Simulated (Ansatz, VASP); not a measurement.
## Two plane-wave programs on Ga4PN3

INCAR

```
  PREC = Accurate
  ENCUT = 520
  EDIFF = 1E-7
  ISMEAR = -1
  SIGMA = 0.02
  LREAL = False
  LASPH = True
  NELM = 100
  ALGO = Normal
  ISIF = 2
  LWAVE = False
  LCHARG = True
  GGA = PE
  LELF = True
  LVHAR = True
  NBANDS = 46
```

File KPOINTS:

```
Automatic mesh
0
Gamma
  8 4 6
```

File POSCAR:

```
Ga4PN3
1.0
    3.3458874515      0.0000000000      0.0000000000
    0.0000000000      6.7563730324      0.0000000000
    0.0000000000      0.0000000000      4.6909930197
N Ga P
3 4 1
Direct
    0.0000000000      0.2298488179      0.0015308348
    0.5000000000      0.0000000000      0.5031755034
    0.0000000000      0.7701511821      0.0015308348
    0.5000000000      0.2203325471      0.7711817790
    0.0000000000      0.0000000000      0.2692124516
    0.5000000000      0.7796674529      0.7711817790
    0.0000000000      0.5000000000      0.1813081197
    0.5000000000      0.5000000000      0.5008786977
```

Input for Ansatz:

```yaml
crystal:
  lattice:
    - [3.3458874515, 0.0, 0.0]
    - [0.0, 6.7563730324, 0.0]
    - [0.0, 0.0, 4.6909930197]
  atoms:
    - { symbol: "N", position: [0.0, 0.2298488179, 0.0015308348] }
    - { symbol: Ga, position: [0.5, 0.2203325471, 0.771181779] }
    - { symbol: "N", position: [0.5, 0.0, 0.5031755034] }
    - { symbol: Ga, position: [0.0, 0.0, 0.2692124516] }
    - { symbol: "N", position: [0.0, 0.7701511821, 0.0015308348] }
    - { symbol: Ga, position: [0.5, 0.7796674529, 0.771181779] }
    - { symbol: P, position: [0.5, 0.5, 0.5008786977] }
    - { symbol: Ga, position: [0.0, 0.5, 0.1813081197] }
kpoints:
  mp_grid: { grid: [8, 4, 6] }
  band_path:
    path:
      - [[0.0, 0.0, 0.0], [0.5, 0.0, 0.0], [0.5, 0.5, 0.0], [0.0, 0.5, 0.0], [0.0, 0.0, 0.0], [0.0, 0.0, 0.5], [0.5, 0.0, 0.5], [0.5, 0.5, 0.5], [0.0, 0.5, 0.5], [0.0, 0.0, 0.5]]
      - [[0.5, 0.0, 0.0], [0.5, 0.0, 0.5]]
      - [[0.0, 0.5, 0.0], [0.0, 0.5, 0.5]]
      - [[0.5, 0.5, 0.0], [0.5, 0.5, 0.5]]
    npoints: 10
hamiltonian:
  xc: pbe
scf:
  occupations: { method: fermi_dirac, width: 0.02 }
  n_extra_bands: 6
output:
  forces: true
  stress: true
  eigenvalues: true
  write_density: true
  write_potential: true
  elf: true
  volumetric_format: npy
```

Alike in both runs: task single point; functional PBE; k mesh 8 × 4 × 6; occupations fermi-dirac, width 0.02 eV; no spin polarisation.

|  | VASP | Ansatz |
| --- | --- | --- |
| version | VASP 6.6.1 | Ansatz 0.2.0 |
| potentials or method | VASP PAW PBE potentials, release 64 (N, Ga_d, P) | plane waves, PAW |
| plane-wave cutoff (eV) | 520 | 420 |
| valence electrons in the cell | 72 | 72 |

VASP gave:

* pressure (GPa): 4.8
* rms of the force components (eV/Å): 0.034

Which values does Ansatz return?

Pressure (GPa): 4.8; rms of the force components (eV/Å): 0.035.

With one functional, cell and mesh, what is left measures potentials, basis and numerics.
